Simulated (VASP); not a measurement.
# SnSe (I4/mmm) in VASP: further runs

Runs on SnSe. Level: PBE+D3(BJ). Tasks: single point.

Program: VASP 6.6.1. These are calculated values, not measurements. Logs are shortened: lines on timing, memory, paths and dates and some standing lists are left out, and cuts for length are marked.

### 1 The cell of the first run

It takes space group I4/mmm (No. 139, tetragonal). The conventional cell has a = 4.163 Å, b = 4.163 Å, c = 5.978 Å, α = 90.00°, β = 90.00°, γ = 90.00°. Within 3.9 Å of Sn (site symmetry 4/mmm) lie 6 Se at 2.94 to 2.99 Å. Within 3.9 Å of Se (site symmetry 4/mmm) lie 6 Sn at 2.94 to 2.99 Å.

### 2 Single point, PBE+D3(BJ) (strain -0.015 along x and y, +0.000 along z)

INCAR

```
SYSTEM = SnSe
PREC     = Accurate       ! precision mode
ENCUT    = 520            ! plane-wave cutoff, eV
EDIFF    = 1E-6           ! SCF threshold, eV
ISMEAR   = 0              ! smearing method
SIGMA    = 0.05           ! smearing width, eV
LREAL    = .False.        ! projectors in reciprocal space
LASPH    = .True.         ! aspherical terms in the spheres
NELM     = 100            ! most SCF steps
ALGO     = Normal         ! electronic algorithm
ISIF     = 2              ! what is computed and relaxed
LWAVE    = .False.        ! write WAVECAR
LCHARG   = .False.        ! write CHGCAR
GGA      = PE             ! functional
IVDW     = 12             ! dispersion correction
NBANDS   = 17             ! bands
```

KPOINTS

```
regular mesh
0
Gamma
  10 10 10
  0 0 0
```

POSCAR

```
SnSe
1.0
    0.0000000000      2.9439373071      2.9887688397
    2.9439373071      0.0000000000      2.9887688397
    2.9439373071      2.9439373071      0.0000000000
Sn Se
1 1
Direct
    0.0000000000      0.0000000000      0.0000000000
    0.5000000000      0.5000000000      0.5000000000
```

Potentials or basis: VASP PAW PBE potentials, release 64 (Sn_d, Se).

Launch:

```bash
$ cat potpaw_PBE.64/Sn_d/POTCAR potpaw_PBE.64/Se/POTCAR > POTCAR
$ mpirun -np 1 vasp_std > vasp.out
```

OUTCAR:

```text
SYSTEM = SnSe
   PREC = Accurate
   ENCUT = 520
   EDIFF = 1E-6
   ISMEAR = 0
   LREAL = .False.
   LASPH = .True.
   NELM = 100
   ISIF = 2
   GGA = PE
   IVDW = 12
 IVDW          = 12

 ion  position               nearest neighbor table
   1  0.000  0.000  0.000-   2 2.94   2 2.94   2 2.94   2 2.94   2 2.99   2 2.99
   2  0.500  0.500  0.500-   1 2.94   1 2.94   1 2.94   1 2.94   1 2.99   1 2.99

  LATTYP: Found a body centered tetragonal cell.
 ALAT       =     4.1633560665
 C/A-ratio  =     1.4357498095

  Lattice vectors:

 A1 = (  -2.9439373071,   0.0000000000,   2.9887688397)
 A2 = (   2.9439373071,   0.0000000000,   2.9887688397)
 A3 = (   0.0000000000,   2.9439373071,  -2.9887688397)

Analysis of symmetry for initial positions (statically):
=====================================================================
 Subroutine PRICEL returns:
 Original cell was already a primitive cell.

 Routine SETGRP: Setting up the symmetry group for a
 body centered tetragonal supercell.

 Subroutine GETGRP returns: Found 16 space group operations
 (whereof 16 operations were pure point group operations)
 out of a pool of 16 trial point group operations.

The static configuration has the point symmetry D_4h.

Analysis of symmetry for dynamics (positions and initial velocities):
=====================================================================
 Subroutine PRICEL returns:
 Original cell was already a primitive cell.

 Routine SETGRP: Setting up the symmetry group for a
 body centered tetragonal supercell.

 Subroutine GETGRP returns: Found 16 space group operations
 (whereof 16 operations were pure point group operations)
 out of a pool of 16 trial point group operations.

The dynamic configuration has the point symmetry D_4h.

 Subroutine INISYM returns: Found 16 space group operations
 (whereof 16 operations are pure point group operations),
 and found     1 'primitive' translations

----------------------------------------------------------------------------------------

                                     Primitive cell

  volume of cell :      51.8059

  direct lattice vectors                    reciprocal lattice vectors
     0.000000000  2.943937307  2.988768840    -0.169840573  0.169840573  0.167292965
     2.943937307  0.000000000  2.988768840     0.169840573 -0.169840573  0.167292965
     2.943937307  2.943937307  0.000000000     0.169840573  0.169840573 -0.167292965

  length of vectors
     4.195176521  4.195176521  4.163356066     0.292709031  0.292709031  0.292709031
[... 80 lines left out ...]
   NELM   =    100;   NELMIN=  2; NELMDL= -5     # of ELM steps
   EDIFF  = 0.1E-05   stopping-criterion for ELM
   LREAL  =      F    real-space projection
   EDIFFG = 0.1E-04   stopping-criterion for IOM
   NSW    =      0    number of steps for IOM
   IBRION =     -1    ionic relax: 0-MD 1-quasi-New 2-CG
   NFREE  =      0    steps in history (QN), initial steepest desc. (CG)
   ISIF   =      2    stress and relaxation
   ISYM   =      2    0-nonsym 1-usesym 2-fastsym
   POTIM  = 0.5000    time-step for ionic-motion
   TEBEG  =    0.0;   TEEND  =   0.0 temperature during run
   PSTRESS=    0.0 pullay stress
   NELECT =      20.0000    total number of electrons
   NUPDOWN=      -1.0000    fix difference up-down
   EMIN   =  10.00;   EMAX   =-10.00  energy-range for DOS
   EFERMI =   0.00;   METHOD = LEGACY
   ISMEAR =     0;   SIGMA  =   0.05  broadening in eV -4-tet -1-fermi 0-gaus
   EFERMI_NEDOS =   21; number of points for ismear=-14 and -15
   IALGO  =     38    algorithm
   IMIX   =      4    mixing-type and parameters
     AMIX     =   0.40;   BMIX     =  1.00
     AMIX_MAG =   1.60;   BMIX_MAG =  1.00
  volume/ion in A,a.u.               =      25.90       174.80
  Fermi-wavevector in a.u.,A,eV,Ry     =   1.192042  2.252633 19.333402  1.420965
  Thomas-Fermi vector in A             =   2.328090
   LORBIT       =      0    0 simple, 1 ext, 2 COOP (PROOUT), +10 PAW based schemes
   GGA     = PE    functional components
   LHFCALC =     F    Hartree Fock is set to
   AEXX    =    0.0000 exact exchange contribution
   IVDW    =    12    specifies the selected vdW correction
   LEPSILON=     F    determine dielectric tensor
   LRPA    =     F    only Hartree local field effects (RPA)
 non-spin polarized calculation
 Gauss-broadening in eV      SIGMA  =   0.05
  energy-cutoff  :      520.00
  volume of cell :       51.81
 maximum number of plane-waves:      1417
   NGX = 15   NGY = 15   NGZ = 15

 number of electron      20.0000003 magnetization

 Free energy of the ion-electron system (eV)
  ---------------------------------------------------
  ext. energy  EPLUGINS =         0.00000000
  ---------------------------------------------------
  free energy    TOTEN  =        -8.16635111 eV

  energy without entropy =       -8.16635111  energy(sigma->0) =       -8.16635111

 E-fermi :   6.4604     XC(G=0):  -9.8336

 val. band max:        6.2474629607   @ k =  -0.2000   0.2000   0.0000
 cond. band min:       6.6738379932   @ k =  -0.4000   0.0000   0.1000
 fundamental gap:      0.4263750325
 Fermi energy:         6.4603961188

 k-point     1 :       0.0000    0.0000    0.0000
  band No.  band energies     occupation
      1     -15.4254      2.00000
      2     -15.4233      2.00000
      3     -15.4233      2.00000
      4     -15.4191      2.00000
      5     -15.4185      2.00000
      6      -8.0526      2.00000
[... 457 lines left out ...]
      4     -15.4074      2.00000
      5     -15.4060      2.00000
      6      -7.0329      2.00000
[... 9 lines left out ...]
     16      17.0706      0.00000
     17      17.6219      0.00000

 [... further k-points ...]

------------------------ aborting loop because EDIFF is reached ----------------------------------------

 Edisp (eV)   -0.74497

 E8    (eV) :    -0.3356

  FORCE on cell =-STRESS in cart. coord.  units (eV):
  Direction    XX          YY          ZZ          XY          YZ          ZX
  --------------------------------------------------------------------------------------
  -------------------------------------------------------------------------------------
  Total       0.80347     0.80347     0.07497     0.00000    -0.00000     0.00000
  in kB      24.84839    24.84839     2.31859     0.00000    -0.00000     0.00000
  external pressure =       17.34 kB  Pullay stress =        0.00 kB

 VOLUME and BASIS-vectors are now :
 -----------------------------------------------------------------------------
  energy-cutoff  :      520.00
  volume of cell :       51.81
      direct lattice vectors                 reciprocal lattice vectors
     0.000000000  2.943937307  2.988768840    -0.169840573  0.169840573  0.167292965
     2.943937307  0.000000000  2.988768840     0.169840573 -0.169840573  0.167292965
     2.943937307  2.943937307  0.000000000     0.169840573  0.169840573 -0.167292965

 POSITION                                       TOTAL-FORCE (eV/Angst)
 -----------------------------------------------------------------------------------
      0.00000      0.00000      0.00000        -0.000000      0.000000     -0.000000
      2.94394      2.94394      2.98877         0.000000      0.000000      0.000000
 -----------------------------------------------------------------------------------
    total drift:                                0.000000     -0.000000     -0.000000

  FREE ENERGIE OF THE ION-ELECTRON SYSTEM (eV)
  ---------------------------------------------------
  free  energy   TOTEN  =        -8.9113251415 eV

  energy  without entropy=       -8.9113251415  energy(sigma->0) =       -8.91132514
```

OSZICAR:

```text
N       E                     dE             d eps       ncg     rms          rms(c)
DAV:   1     0.132486394687E+03    0.13249E+03   -0.98260E+03  3519   0.147E+03
DAV:   2     0.424891647513E+01   -0.12824E+03   -0.12408E+03  3719   0.355E+02
DAV:   3    -0.801455069316E+01   -0.12263E+02   -0.12098E+02  4231   0.937E+01
DAV:   4    -0.831632767204E+01   -0.30178E+00   -0.30149E+00  4231   0.155E+01
DAV:   5    -0.832484156188E+01   -0.85139E-02   -0.85135E-02  5014   0.255E+00    0.333E+00
DAV:   6    -0.816645451716E+01    0.15839E+00   -0.36946E-01  5010   0.364E+00    0.201E+00
DAV:   7    -0.816451427971E+01    0.19402E-02   -0.76487E-02  4078   0.125E+00    0.940E-01
DAV:   8    -0.816642661262E+01   -0.19123E-02   -0.79138E-03  4271   0.808E-01    0.105E-01
DAV:   9    -0.816629390998E+01    0.13270E-03   -0.11883E-03  5010   0.307E-01    0.475E-02
DAV:  10    -0.816634591876E+01   -0.52009E-04   -0.14884E-04  4145   0.705E-02    0.114E-02
DAV:  11    -0.816635091677E+01   -0.49980E-05   -0.20343E-05  4641   0.398E-02    0.359E-03
DAV:  12    -0.816635111013E+01   -0.19335E-06   -0.12508E-06  3437   0.110E-02
   1 F= -.89113251E+01 E0= -.89113251E+01  d E =-.718910E-11
```

stdout:

```text
POSCAR found type information on POSCAR SnSe
 POSCAR found :  2 types and       2 ions
 scaLAPACK will be used
 LDA part: xc-table for (Slater+PW92), standard interpolation
 POSCAR, INCAR and KPOINTS ok, starting setup
 FFT: planning ... GRIDC
 FFT: planning ... GRID_SOFT
 FFT: planning ... GRID
 WAVECAR not read
 entering main loop
```

Run time: 30 s. Hardware: 1 thread of Intel Xeon 6975P-C (Granite Rapids), shared host; peak memory 0.24 GiB.

Results:

* Free energy: -8.9113 eV
* Pressure: 1.7 GPa
* Band gap on the k mesh: 0.43 eV, indirect (least direct gap 0.54 eV)
* Dispersion energy per atom: -0.372 eV

Caveat: the cell differs from its parent crystal (strain -0.015 along x and y, +0.000 along z); spin-orbit coupling is left out, which moves the levels of the heavy elements. A k mesh can miss the band edges.

### 3 Single point, PBE+D3(BJ) (strain +0.000 along x and y, -0.015 along z)

INCAR

```
SYSTEM = SnSe
ALGO = Normal
EDIFF = 1E-6
ENCUT = 520
GGA = PE
ISIF = 2
ISMEAR = 0
IVDW = 12
LASPH = .TRUE.
LCHARG = .TRUE.
LELF = .TRUE.
LREAL = .FALSE.
LVHAR = .TRUE.
LWAVE = .FALSE.
NBANDS = 17
NELM = 100
PREC = Accurate
SIGMA = 0.05
```

KPOINTS

```
k-points
0
G
  10 10 10
  0 0 0
```

POSCAR

```
SnSe
1.0
    0.0000000000      2.9887688397      2.9439373071
    2.9887688397      0.0000000000      2.9439373071
    2.9887688397      2.9887688397      0.0000000000
Sn Se
1 1
Direct
    0.0000000000      0.0000000000      0.0000000000
    0.5000000000      0.5000000000      0.5000000000
```

Potentials or basis: VASP PAW PBE potentials, release 64 (Sn_d, Se).

Launch:

```bash
$ cat potpaw_PBE.64/Sn_d/POTCAR potpaw_PBE.64/Se/POTCAR > POTCAR
$ mpirun -np 1 vasp_std > vasp.out
```

OUTCAR:

```text
SYSTEM = SnSe
   EDIFF = 1E-6
   ENCUT = 520
   GGA = PE
   ISIF = 2
   ISMEAR = 0
   IVDW = 12
   LASPH = .TRUE.
   LREAL = .FALSE.
   NELM = 100
   PREC = Accurate
 IVDW          = 12

 ion  position               nearest neighbor table
   1  0.000  0.000  0.000-   2 2.94   2 2.94   2 2.99   2 2.99   2 2.99   2 2.99
   2  0.500  0.500  0.500-   1 2.94   1 2.94   1 2.99   1 2.99   1 2.99   1 2.99

  LATTYP: Found a body centered tetragonal cell.
 ALAT       =     4.2267574279
 C/A-ratio  =     1.3930003589

  Lattice vectors:

 A1 = (   0.0000000000,  -2.9887688397,  -2.9439373071)
 A2 = (   0.0000000000,   2.9887688397,  -2.9439373071)
 A3 = (   2.9887688397,   0.0000000000,   2.9439373071)

Analysis of symmetry for initial positions (statically):
=====================================================================
 Subroutine PRICEL returns:
 Original cell was already a primitive cell.

 Routine SETGRP: Setting up the symmetry group for a
 body centered tetragonal supercell.

 Subroutine GETGRP returns: Found 16 space group operations
 (whereof 16 operations were pure point group operations)
 out of a pool of 16 trial point group operations.

The static configuration has the point symmetry D_4h.

Analysis of symmetry for dynamics (positions and initial velocities):
=====================================================================
 Subroutine PRICEL returns:
 Original cell was already a primitive cell.

 Routine SETGRP: Setting up the symmetry group for a
 body centered tetragonal supercell.

 Subroutine GETGRP returns: Found 16 space group operations
 (whereof 16 operations were pure point group operations)
 out of a pool of 16 trial point group operations.

The dynamic configuration has the point symmetry D_4h.

 Subroutine INISYM returns: Found 16 space group operations
 (whereof 16 operations are pure point group operations),
 and found     1 'primitive' translations

----------------------------------------------------------------------------------------

                                     Primitive cell

  volume of cell :      52.5948
[... 110 lines left out ...]
  volume/ion in A,a.u.               =      26.30       177.46
  Fermi-wavevector in a.u.,A,eV,Ry     =   1.186052  2.241313 19.139581  1.406720
  Thomas-Fermi vector in A             =   2.322233
   LORBIT       =      0    0 simple, 1 ext, 2 COOP (PROOUT), +10 PAW based schemes
   GGA     = PE    functional components
   LHFCALC =     F    Hartree Fock is set to
   AEXX    =    0.0000 exact exchange contribution
   IVDW    =    12    specifies the selected vdW correction
   LEPSILON=     F    determine dielectric tensor
   LRPA    =     F    only Hartree local field effects (RPA)
 non-spin polarized calculation
 Gauss-broadening in eV      SIGMA  =   0.05
  energy-cutoff  :      520.00
  volume of cell :       52.59
 maximum number of plane-waves:      1435
   NGX = 15   NGY = 15   NGZ = 15

 number of electron      20.0000007 magnetization

 Free energy of the ion-electron system (eV)
  ---------------------------------------------------
  ext. energy  EPLUGINS =         0.00000000
  ---------------------------------------------------
  free energy    TOTEN  =        -8.18427910 eV

  energy without entropy =       -8.18427910  energy(sigma->0) =       -8.18427910

 E-fermi :   6.2201     XC(G=0):  -9.7637

 val. band max:        6.0070820536   @ k =  -0.2000   0.0000   0.2000
 cond. band min:       6.4946910069   @ k =  -0.4000   0.1000   0.0000
 fundamental gap:      0.4876089532
 Fermi energy:         6.2200683578

 k-point     1 :       0.0000    0.0000    0.0000
  band No.  band energies     occupation
      1     -15.6011      2.00000
      2     -15.6008      2.00000
      3     -15.5967      2.00000
      4     -15.5967      2.00000
      5     -15.5942      2.00000
      6      -8.1184      2.00000
[... 457 lines left out ...]
      4     -15.5807      2.00000
      5     -15.5798      2.00000
      6      -7.0770      2.00000
[... 9 lines left out ...]
     16      16.8195      0.00000
     17      17.5544      0.00000

 [... further k-points ...]

------------------------ aborting loop because EDIFF is reached ----------------------------------------

 Edisp (eV)   -0.73350

 E8    (eV) :    -0.3305

  FORCE on cell =-STRESS in cart. coord.  units (eV):
  Direction    XX          YY          ZZ          XY          YZ          ZX
  --------------------------------------------------------------------------------------
  -------------------------------------------------------------------------------------
  Total       0.03281     0.03281     0.76266     0.00000     0.00000     0.00000
  in kB       0.99950     0.99950    23.23272     0.00000     0.00000     0.00000
  external pressure =        8.41 kB  Pullay stress =        0.00 kB

 VOLUME and BASIS-vectors are now :
 -----------------------------------------------------------------------------
  energy-cutoff  :      520.00
  volume of cell :       52.59
      direct lattice vectors                 reciprocal lattice vectors
     0.000000000  2.988768840  2.943937307    -0.167292965  0.167292965  0.169840573
     2.988768840  0.000000000  2.943937307     0.167292965 -0.167292965  0.169840573
     2.988768840  2.988768840  0.000000000     0.167292965  0.167292965 -0.169840573

 POSITION                                       TOTAL-FORCE (eV/Angst)
 -----------------------------------------------------------------------------------
      0.00000      0.00000      0.00000         0.000000      0.000000     -0.000000
      2.98877      2.98877      2.94394         0.000000      0.000000      0.000000
 -----------------------------------------------------------------------------------
    total drift:                                0.000000     -0.000000     -0.000000

  FREE ENERGIE OF THE ION-ELECTRON SYSTEM (eV)
  ---------------------------------------------------
  free  energy   TOTEN  =        -8.9177819444 eV

  energy  without entropy=       -8.9177819444  energy(sigma->0) =       -8.91778194
```

OSZICAR:

```text
N       E                     dE             d eps       ncg     rms          rms(c)
DAV:   1     0.132612136004E+03    0.13261E+03   -0.98230E+03  3541   0.144E+03
DAV:   2     0.433006137320E+01   -0.12828E+03   -0.12427E+03  3718   0.352E+02
DAV:   3    -0.802821272847E+01   -0.12358E+02   -0.12259E+02  4292   0.941E+01
DAV:   4    -0.834158735350E+01   -0.31337E+00   -0.31307E+00  4247   0.156E+01
DAV:   5    -0.835023595864E+01   -0.86486E-02   -0.86480E-02  4902   0.256E+00    0.324E+00
DAV:   6    -0.818402170315E+01    0.16621E+00   -0.39325E-01  5038   0.371E+00    0.195E+00
DAV:   7    -0.818234814731E+01    0.16736E-02   -0.79035E-02  4077   0.127E+00    0.930E-01
DAV:   8    -0.818437380446E+01   -0.20257E-02   -0.82834E-03  4237   0.818E-01    0.110E-01
DAV:   9    -0.818421369029E+01    0.16011E-03   -0.12657E-03  4992   0.308E-01    0.492E-02
DAV:  10    -0.818427358933E+01   -0.59899E-04   -0.15844E-04  4167   0.724E-02    0.117E-02
DAV:  11    -0.818427886523E+01   -0.52759E-05   -0.19958E-05  4678   0.394E-02    0.325E-03
DAV:  12    -0.818427910113E+01   -0.23590E-06   -0.13175E-06  3604   0.112E-02
   1 F= -.89177819E+01 E0= -.89177819E+01  d E =-.297355E-11
```

It took 30 s on 1 thread of Intel Xeon 6975P-C (Granite Rapids), shared host; peak memory 0.24 GiB.

Results:

```yaml
Free_energy: -8.9178 eV
Pressure: 0.8 GPa
Band_gap_on_the_k_mesh: 0.49 eV, indirect (least direct gap 0.58 eV)
Dispersion_energy_per_atom: -0.367 eV
```

Caveat: the cell differs from its parent crystal (strain +0.000 along x and y, -0.015 along z); spin-orbit coupling is left out, which moves the levels of the heavy elements. A k mesh can miss the band edges.
